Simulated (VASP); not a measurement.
Here is a VASP 6.6.1 calculation.

The input INCAR:

```
SYSTEM = H2C9
PREC     = Accurate       ! precision mode
ENCUT    = 520            ! plane-wave cutoff, eV
EDIFF    = 1E-6           ! SCF threshold, eV
ISMEAR   = 0              ! smearing method
SIGMA    = 0.05           ! smearing width, eV
LREAL    = Auto         
LASPH    = .True.         ! aspherical terms in the spheres
NELM     = 80             ! most SCF steps
ALGO     = Normal         ! electronic algorithm
ISIF     = 2              ! what is computed and relaxed
LWAVE    = .False.        ! write WAVECAR
LCHARG   = .True.         ! write CHGCAR
LDIPOL   = .True.       
IDIPOL   = 3            
DIPOL    = 0.5 0.5 0.361
GGA      = CA             ! functional
LELF     = .True.         ! ELF
LVHAR    = .True.       
LVACPOTAV= .True.       
NBANDS   = 55             ! bands
```

The input KPOINTS:

```
regular mesh
0
Gamma
  10 5 1
  0 0 0
```

File POSCAR:

```
H2C9
1.0
    2.4973154970      0.0000000000      0.0000000000
    0.0000000000      4.9946309939      0.0000000000
    0.0000000000      0.0000000000     20.5658806949
C H
18 4
Direct
    0.0000000000      0.2500000000      0.2262196243
    0.0000000000      0.7500000000      0.2262196243
    0.0000000000      0.5000000000      0.2691516229
    0.0000000000      0.0000000000      0.2691516229
    0.5000000000      0.5000000000      0.3120836215
    0.5000000000      0.0000000000      0.3120836215
    0.5000000000      0.7500000000      0.3550156201
    0.5000000000      0.2500000000      0.3550156201
    0.0000000000      0.7525703803      0.3993600661
    0.0000000000      0.2474159544      0.3993632296
    0.0000000000     -0.0000426341      0.4469472988
    0.0000000000      0.5000021199      0.4403928663
    0.5000000000     -0.0000462974      0.4937047624
    0.5000000000      0.4999684840      0.4818646836
    0.5000000000      0.2684208482      0.5337471177
    0.5000000000      0.7314481776      0.5337619343
    0.0000000000      0.3619084419      0.5684914602
    0.0000000000      0.6378792051      0.5684914602
   -0.2843917683      0.2504266612      0.1890712551
    0.2843917683      0.2504266612      0.1890712551
    0.2843917683      0.7495733388      0.1890712551
   -0.2843917683      0.7495733388      0.1890712551
```

Potentials or basis: VASP PAW LDA potentials, release 64 (C, H).

The run is started by

```console
$ cat potpaw_LDA.64/C/POTCAR potpaw_LDA.64/H/POTCAR > POTCAR
$ mpirun -np 1 vasp_std > vasp.out
```

Problem. Estimate the band gap on the k mesh.

Solution. 0.99 eV (least direct gap 1.11 eV).

Problem. Predict the largest force.

Solution. 1.910 eV/Å.

Forces in eV/Å, atoms in the order of the input:
```
C    0.000  0.002  1.910
C    0.000 -0.002  1.910
C    0.000  0.000 -1.782
C    0.000  0.000 -1.818
C    0.000  0.000  0.272
C    0.000  0.000 -0.017
C    0.000  0.750  0.887
C    0.000 -0.751  0.889
C    0.000  0.013  0.009
C    0.000 -0.014  0.008
C    0.000  0.003  0.007
C    0.000 -0.003 -0.008
C    0.000 -0.002  0.014
C    0.000  0.000 -0.011
C    0.000 -0.047 -0.005
C    0.000  0.049 -0.008
C    0.000 -0.054 -1.057
C    0.000  0.057 -1.054
H   -0.035 -0.001 -0.037
H    0.035 -0.001 -0.037
H    0.035  0.001 -0.037
H   -0.035  0.001 -0.037
```
